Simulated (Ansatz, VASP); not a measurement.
**Pt: VASP beside Ansatz**

File INCAR:

```
PREC = Accurate ; ENCUT = 520
EDIFF = 1E-6 ; ISMEAR = 0
SIGMA = 0.15 ; LREAL = F
LASPH = T ; NELM = 80
ALGO = Normal ; ISIF = 2
LWAVE = F ; LCHARG = F
GGA = PS ; NBANDS = 17
```

KPOINTS

```
regular mesh
0
Gamma
  18 18 10
```

Contents of POSCAR:

```
Pt
1.0
    2.7606656158      0.0000000000      0.0000000000
   -1.3803328079      2.3908065546      0.0000000000
    0.0000000000      0.0000000000      4.4087632800
Pt
2
Direct
    0.6666666667      0.3333333333      0.7500000000
    0.3333333333      0.6666666667      0.2500000000
```

Input for Ansatz:

```yaml
crystal:
  lattice:
    - [2.7606656158, 0.0, 0.0]
    - [-1.3803328079, 2.3908065546, 0.0]
    - [0.0, 0.0, 4.40876328]
  atoms:
    - { symbol: Pt, position: [0.6666666667, 0.3333333333, 0.75] }
    - { symbol: Pt, position: [0.3333333333, 0.6666666667, 0.25] }
basis:
  ecutwfc: 420
kpoints:
  mp_grid: { grid: [18, 18, 10] }
hamiltonian:
  xc: pbesol
scf:
  occupations: { method: gaussian, width: 0.15 }
output:
  forces: true
  stress: true
  eigenvalues: true
```

Change from the starting cell: strain +0.000 along x and y, -0.080 along z, atoms carried along.

Alike in both runs: task single point; functional PBEsol; k mesh 18 × 18 × 10; occupations gaussian, width 0.15 eV; no spin polarisation.

|  | VASP | Ansatz |
| --- | --- | --- |
| version | VASP 6.6.1 | Ansatz 0.2.0 |
| potentials or method | VASP PAW PBE potentials, release 64 (Pt), cutoff 520 eV | scalar-relativistic, plane waves, PAW |
| valence electrons in the cell | 20 | 36 |

|  | VASP | Ansatz | Ansatz less VASP |
| --- | --- | --- | --- |
| gap on the k mesh at the Fermi level (eV) | none | none | - |
| pressure (GPa) | 12.3 | 12.7 | +0.39 |
| traceless stress, the component that is largest in VASP (GPa) | 8.40 | 8.45 | +0.047 |

VASP's potentials were made for PBE, not for PBEsol. A gap of «none» marks a metal or a gap that the smearing closes. VASP's potentials hold 20 valence electrons a cell and Ansatz's 36, so a difference there can come from the potentials and not from the codes.

Spin-orbit coupling is off throughout.
